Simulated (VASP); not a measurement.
A run of VASP 6.6.1:

Contents of INCAR:

```
PREC = Accurate
ENCUT = 520
EDIFF = 1E-6
ISMEAR = 0
SIGMA = 0.05
LREAL = False
LASPH = True
NELM = 80
ALGO = Normal
ISIF = 2
LWAVE = False
LCHARG = True
GGA = PE
LELF = True
LVHAR = True
NBANDS = 17
```

The input KPOINTS:

```
regular mesh
0
Gamma
  9 9 9
```

The input POSCAR:

```
PbSe
1.0
    0.0000000000      3.0621500000      3.0621500000
    3.0621500000      0.0000000000      3.0621500000
    3.0621500000      3.0621500000      0.0000000000
Pb Se
1 1
Direct
    0.0000000000      0.0000000000      0.0000000000
    0.5000000000      0.5000000000      0.5000000000
```

Potentials or basis: VASP PAW PBE potentials, release 64 (Pb_d, Se).

Command:

```console
$ cat potpaw_PBE.64/Pb_d/POTCAR potpaw_PBE.64/Se/POTCAR > POTCAR
$ mpirun -np 1 vasp_std > vasp.out
```

Hardware: 1 thread of Intel(R) Xeon(R) 6975P-C (Granite Rapids) (shared host).

Problem. How long does it take, and how much memory?

Solution. It took 11 s on 1 thread of Intel(R) Xeon(R) 6975P-C (Granite Rapids), with other jobs on the host, peak memory 0.19 GiB. Counts: scf iterations 12, k points 35.
